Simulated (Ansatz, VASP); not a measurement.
## GaN in VASP and in Ansatz

```
CELL_PARAMETERS angstrom
0.00000 2.34364 2.43378
2.34364 0.00000 2.43378
2.34364 2.34364 0.00000
ATOMIC_POSITIONS crystal
Ga 0.00000 0.00000 0.00000
N 0.75000 0.75000 0.75000
```

Change from the starting cell: strain +0.040 along x and y, +0.080 along z, atoms carried along.

Alike in both runs: task single point; functional r2SCAN; k mesh 10 × 10 × 10; occupations gaussian, width 0.05 eV; no spin polarisation.

|  | VASP | Ansatz |
| --- | --- | --- |
| version | VASP 6.6.1 | Ansatz 0.2.0 |
| potentials or method | VASP PAW PBE potentials, release 64 (Ga_d, N), cutoff 520 eV | scalar-relativistic, plane waves, PAW |
| valence electrons in the cell | 18 | 18 |

```csv
,VASP,Ansatz,Ansatz less VASP
gap on the k mesh at the Fermi level (eV),1.02,1.03,+0.002
least direct gap on the mesh (eV),1.02,1.03,+0.002
pressure (GPa),-21.7,-22.3,-0.60
"traceless stress, the component that is largest in VASP (GPa)",-3.60,-3.63,-0.032
```

VASP's potentials were made for PBE, not for r2SCAN.
